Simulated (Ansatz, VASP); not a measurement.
GeS in VASP and in Ansatz

```xyz
8
Lattice="10.6563 0.0000 0.0000 0.0000 3.6794 0.0000 0.0000 0.0000 4.3581" Properties=species:S:1:pos:R:3 pbc="T T T"
Ge    1.3262    0.9198    0.5894
Ge    4.0019    2.7595    2.7684
Ge    6.6544    0.9198    1.5897
Ge    9.3301    2.7595    3.7687
S     9.0514    0.9198    2.1569
S     6.9331    2.7595   -0.0221
S     3.7233    0.9198    4.3802
S     1.6049    2.7595    2.2012
```

Alike in both runs: task single point; functional PBE; dispersion D3(BJ); k mesh 4 × 8 × 6; occupations gaussian, width 0.02 eV; no spin polarisation.

|  | VASP | Ansatz |
| --- | --- | --- |
| version | VASP 6.6.1 | Ansatz 0.2.0 |
| potentials or method | VASP PAW PBE potentials, release 64 (Ge_d, S), cutoff 500 eV | scalar-relativistic, plane waves, PAW |
| valence electrons in the cell | 80 | 80 |

Ansatz gave:

- gap on the k mesh at the Fermi level (eV): 1.24
- least direct gap on the mesh (eV): 1.27

Estimate VASP's values.

gap on the k mesh at the Fermi level (eV): 1.23; least direct gap on the mesh (eV): 1.26.

Ansatz's warnings: dispersion switch in reach.
